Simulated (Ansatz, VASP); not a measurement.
# TiO2 in VASP and in Ansatz

```
Ti O
1.0
     4.60816    0.00000    0.00000
     0.00000    4.60816    0.00000
     0.00000    0.00000    2.95426
Ti O
2 4
Direct
  0.00000 0.00000 0.00000
  0.50000 0.50000 0.50000
  0.30438 0.30438 0.00000
  0.19562 0.80438 0.50000
  0.69562 0.69562 0.00000
  0.80438 0.19562 0.50000
```

Alike in both runs: functional PBE; dispersion D3(BJ); k mesh 6 × 6 × 10; occupations gaussian, width 0.02 eV; no spin polarisation.

Ansatz relaxed the structure, and its values are those at the end. VASP's run is a single point on that final structure, the one shown.

|  | VASP | Ansatz |
| --- | --- | --- |
| version | VASP 6.6.1 | Ansatz 0.2.0 |
| potentials or method | VASP PAW PBE potentials, release 64 (Ti_sv, O), cutoff 520 eV | scalar-relativistic, plane waves, PAW |
| valence electrons in the cell | 48 | 48 |

```csv
,VASP,Ansatz,Ansatz less VASP
gap on the k mesh at the Fermi level (eV),1.84,1.87,+0.026
least direct gap on the mesh (eV),1.84,1.87,+0.026
pressure (GPa),0.7,0.0,-0.68
rms of the force components (eV/Å),0.012,0.000,-0.0121
```
